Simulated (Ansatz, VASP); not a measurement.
HCN: VASP beside Ansatz

```xyz
3
Lattice="-2.3161 2.3161 2.1599 2.3161 -2.3161 2.1599 2.3161 2.3161 -2.1599" Properties=species:S:1:pos:R:3 pbc="T T T"
N     0.0000    0.0000    1.1747
C     0.0000    0.0000    0.0159
H     0.0000    0.0000    3.2489
```

Alike in both runs: task single point; functional PBE-based screened hybrid with a share of 0.05 of exact exchange and HFSCREEN = 0.2; k mesh 4 × 4 × 4; occupations fermi-dirac, width 0.05 eV; no spin polarisation.

```csv
,VASP,Ansatz
version,VASP 6.6.1,Ansatz 0.2.0
potentials or method,"VASP PAW PBE potentials, release 64 (N_h, C_h, H_h)",Ansatz PAW
plane-wave cutoff (eV),1000,420
valence electrons in the cell,10,10
```

Ansatz gave:

```
gap on the k mesh at the Fermi level (eV) : 7.09
least direct gap on the mesh (eV)         : 7.41
rms of the force components (eV/Å)        : 0.295
```

Problem. Estimate VASP's values.

Solution. gap on the k mesh at the Fermi level (eV): 7.09; least direct gap on the mesh (eV): 7.41; rms of the force components (eV/Å): 0.270.

VASP's potentials were made for PBE, not for PBE-based screened hybrid. Atom by atom the forces differ by 0.026 eV/Å (rms over components).

The k mesh is coarse, so the values compare programs but aren't converged.
